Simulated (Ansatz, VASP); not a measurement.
**One calculation of Mo, two programs**

```
Mo
1.0
     2.76772    0.00000    0.00000
    -1.38386    2.39691    0.00000
     0.00000    0.00000    2.52745
Mo
1
Direct
  0.00000 0.00000 0.00000
```

Alike in both runs: functional PBE; k mesh 9 × 9 × 6; occupations gaussian, width 0.1 eV; no spin polarisation.

Ansatz relaxed the structure, and its values are those at the end. VASP's run is a single point on that final structure, the one shown.

|  | VASP | Ansatz |
| --- | --- | --- |
| version | VASP 6.6.1 | Ansatz 0.2.0 |
| potentials or method | VASP PAW PBE potentials, release 64 (Mo_sv), cutoff 520 eV | scalar-relativistic, plane waves, PAW |
| valence electrons in the cell | 14 | 14 |

```tsv
	VASP	Ansatz	Ansatz less VASP
gap on the k mesh at the Fermi level (eV)	none	none	-
pressure (GPa)	0.4	-0.1	-0.52
```

A gap of «none» marks a metal or a gap that the smearing closes.

The k mesh is coarse, so the values compare programs but aren't converged.
